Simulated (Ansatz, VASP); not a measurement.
# One calculation of BaTa2, two programs

```
Ba Ta
1.0
     0.00000    3.33858    3.33858
     3.33858    0.00000    3.33858
     3.33858    3.33858    0.00000
Ba Ta
1 2
Direct
  0.00000 0.00000 0.00000
  0.25000 0.25000 0.25000
  0.75000 0.75000 0.75000
```

Alike in both runs: task relaxation of cell and atoms; functional PBE; k mesh 12 × 12 × 12; occupations gaussian, width 0.1 eV; no spin polarisation.

|  | VASP | Ansatz |
| --- | --- | --- |
| version | VASP 6.6.1 | Ansatz 0.2.0 |
| potentials or method | VASP PAW PBE potentials, release 64 (Ba_sv, Ta_pv), cutoff 600 eV | scalar-relativistic, plane waves, PAW |
| valence electrons in the cell | 32 | 36 |

|  | VASP | Ansatz | Ansatz less VASP |
| --- | --- | --- | --- |
| gap on the k mesh at the Fermi level, each at its own relaxed structure (eV) | none | none | - |
| relaxed volume (Å³/atom) | 25.98 | 24.95 | -1.024 |
| relaxed cell length with the largest relative difference (Å) | 4.794 | 4.731 | -0.0638 |

A gap of «none» marks a metal or a gap that the smearing closes. VASP's potentials hold 32 valence electrons a cell and Ansatz's 36, so a difference there can come from the potentials and not from the codes.

Spin-orbit coupling is off throughout.
